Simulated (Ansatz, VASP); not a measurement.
# MnPt2 in VASP and in Ansatz

```
CELL_PARAMETERS angstrom
2.85840 0.00000 0.00000
-1.42920 2.47545 0.00000
0.00000 0.00000 6.53250
ATOMIC_POSITIONS crystal
Pt 0.66667 0.33333 0.31621
Pt 0.33333 0.66667 0.68379
Mn 0.00000 0.00000 0.00000
```

Alike in both runs: task single point; functional PBEsol; k mesh 11 × 11 × 4; occupations fermi-dirac, width 0.05 eV; collinear spin.

|  | VASP | Ansatz |
| --- | --- | --- |
| version | VASP 6.6.1 | Ansatz 0.2.0 |
| potentials or method | VASP PAW PBE potentials, release 64 (Pt, Mn_pv) | Ansatz PAW |
| plane-wave cutoff (eV) | 520 | 420 |
| valence electrons in the cell | 33 | 51 |

```csv
,VASP,Ansatz,Ansatz less VASP
gap on the k mesh at the Fermi level (eV),none,none,-
pressure (GPa),-9.3,-9.2,+0.08
"traceless stress, the component that is largest in VASP (GPa)",2.01,1.90,-0.113
rms of the force components (eV/Å),0.019,0.012,-0.0067
net moment per atom (μB),1.51,1.50,-0.004
size of the moment on the site where the two differ most (μB),3.74,3.71,-0.027
```

VASP's potentials were made for PBE, not for PBEsol. Site moments also hang on the region over which each program counts them. Atom by atom the forces differ by 0.007 eV/Å (rms over components). A gap of «none» marks a metal or a gap that the smearing closes. VASP's potentials hold 33 valence electrons a cell and Ansatz's 51, so a difference there can come from the potentials and not from the codes.

Neither program's run includes spin-orbit coupling.
